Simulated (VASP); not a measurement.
TiC, 2 atoms in the cell. It takes space group Fm-3m (No. 225, cubic). Conventional cell: a = 4.331 Å, b = 4.331 Å, c = 4.331 Å, α = 90.00°, β = 90.00°, γ = 90.00°. Ti (site symmetry m-3m) has 6 C at 2.17 Å within 2.9 Å. Within 2.9 Å of C (site symmetry m-3m) lie 6 Ti at 2.17 Å. 

```yaml
Program: VASP 6.6.1
Task: single point
Functional: PBE
Potentials_or_basis: VASP PAW PBE potentials, release 64 (Ti_sv, C)
Cutoff: 520 eV
k_mesh: 4 × 4 × 4
Occupations: fermi-dirac, width 0.03 eV
Spin: no spin polarisation
Dipole_correction: no
Further_INCAR_settings: ALGO = Normal; EDIFF = 1e-06; NBANDS = 15
```

Potentials or basis: VASP PAW PBE potentials, release 64 (Ti_sv, C).

The run is started by

```bash
$ cat potpaw_PBE.64/Ti_sv/POTCAR potpaw_PBE.64/C/POTCAR > POTCAR
$ mpirun -np 1 vasp_std > vasp.out
```

Hardware: 1 thread of AMD EPYC 7R13, with other jobs on the host.

Estimate the wall time of this run.

Wall time 10 s on 1 thread of AMD EPYC 7R13, on a shared host, peak memory 0.1 GiB. Counts: scf iterations 14, k points 8.
